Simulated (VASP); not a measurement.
PbS, 2 atoms in the cell. It takes space group Imm2 (No. 44, orthorhombic). Conventional cell: a = 4.193 Å, b = 5.930 Å, c = 4.193 Å, α = 90.00°, β = 90.00°, γ = 90.00°. Within 3.8 Å of Pb (site symmetry mm2) lie 6 S at 2.92 to 3.01 Å. Within 3.8 Å of S (site symmetry mm2) lie 6 Pb at 2.92 to 3.01 Å.  This cell differs from its parent crystal: all Pb atoms moved +0.062 Å, as atom 1 along Cartesian [1 1 0].

```yaml
Program: VASP 6.6.1
Task: single point
Functional: PBE
Potentials_or_basis: VASP PAW PBE potentials, release 64 (Pb_d, S)
Cutoff: 520 eV
k_mesh: 10 × 10 × 10
Occupations: gaussian, width 0.03 eV
Spin: no spin polarisation
Dipole_correction: no
Further_INCAR_settings: ALGO = Normal; EDIFF = 1e-06; NBANDS = 17
```

Potentials or basis: VASP PAW PBE potentials, release 64 (Pb_d, S).

Launch:

```sh
$ cat potpaw_PBE.64/Pb_d/POTCAR potpaw_PBE.64/S/POTCAR > POTCAR
$ mpirun -np 1 vasp_std > vasp.out
```

Hardware: 1 thread of Intel Xeon 8259CL, with other jobs on the host.

Estimate the wall time of this run.

Run time: 2.4 min on 1 thread of Intel Xeon 8259CL, on a shared host, peak memory 0.28 GiB. Counts: scf iterations 12, k points 171.
